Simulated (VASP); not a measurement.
Here is a VASP 6.6.1 calculation.

INCAR

```
  ALGO = Normal
  EDIFF = 1E-6
  ENCUT = 520
  GGA = PE
  ISIF = 2
  ISMEAR = 0
  LASPH = True
  LCHARG = False
  LREAL = False
  LWAVE = False
  NBANDS = 29
  NELM = 60
  PREC = Accurate
  SIGMA = 0.1
```

The input KPOINTS:

```
k-points
0
Gamma
  3 3 4
```

File POSCAR:

```
ScSbTe4
1.0
    6.6201296600      0.0000000000      0.0000000000
   -3.3100648300      5.7332004700      0.0000000000
    0.0000000000      0.0000000000      4.9911633500
Sc Sb Te
1 1 4
Direct
    0.6666666700      0.3333333300      0.0000000000
    0.0000000000      0.0000000000      0.0000000000
    0.3333333300      0.6666666700      0.0000000000
    0.4989039900      0.5010960100      0.5000000000
    0.4989039900      0.9978079800      0.5000000000
    0.0021920200      0.5010960100      0.5000000000
```

Potentials or basis: VASP PAW PBE potentials, release 64 (Sc_sv, Sb, Te).

Launch:

```console
$ cat potpaw_PBE.64/Sc_sv/POTCAR potpaw_PBE.64/Sb/POTCAR potpaw_PBE.64/Te/POTCAR > POTCAR
$ mpirun -np 1 vasp_std > vasp.out
```

(1) Predict the pressure.

(2) Estimate the band gap on the k mesh.

## Answers

(1) -1.5 GPa.

(2) zero (bands 20 and 21 overlap by 0.97 eV).

Caveat: the k points lie up to 0.37 Å⁻¹ apart, too coarse for converged energies and pressures of a metal; spin-orbit coupling is left out, which moves the levels of the heavy elements.
